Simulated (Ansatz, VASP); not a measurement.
## TiO: VASP beside Ansatz

```
CELL_PARAMETERS angstrom
2.78706 0.00000 0.00000
-1.39353 2.41366 0.00000
0.00000 0.00000 2.79754
ATOMIC_POSITIONS crystal
Ti 0.66667 0.33333 0.00000
O 0.00000 0.00000 0.50000
```

Alike in both runs: functional PBEsol; k mesh 6 × 6 × 6; occupations gaussian, width 0.1 eV; no spin polarisation.

Ansatz relaxed the structure, and its values are those at the end. VASP's run is a single point on that final structure, the one shown.

|  | VASP | Ansatz |
| --- | --- | --- |
| version | VASP 6.6.1 | Ansatz 0.2.0 |
| potentials or method | VASP PAW PBE potentials, release 64 (Ti_sv, O), cutoff 600 eV | scalar-relativistic, plane waves, PAW |
| valence electrons in the cell | 18 | 18 |

|  | VASP | Ansatz | Ansatz less VASP |
| --- | --- | --- | --- |
| gap on the k mesh at the Fermi level (eV) | none | none | - |
| pressure (GPa) | 0.5 | 0.0 | -0.55 |

VASP's potentials were made for PBE, not for PBEsol. A gap of «none» marks a metal or a gap that the smearing closes.

The k mesh is coarse, so the values compare programs but aren't converged.
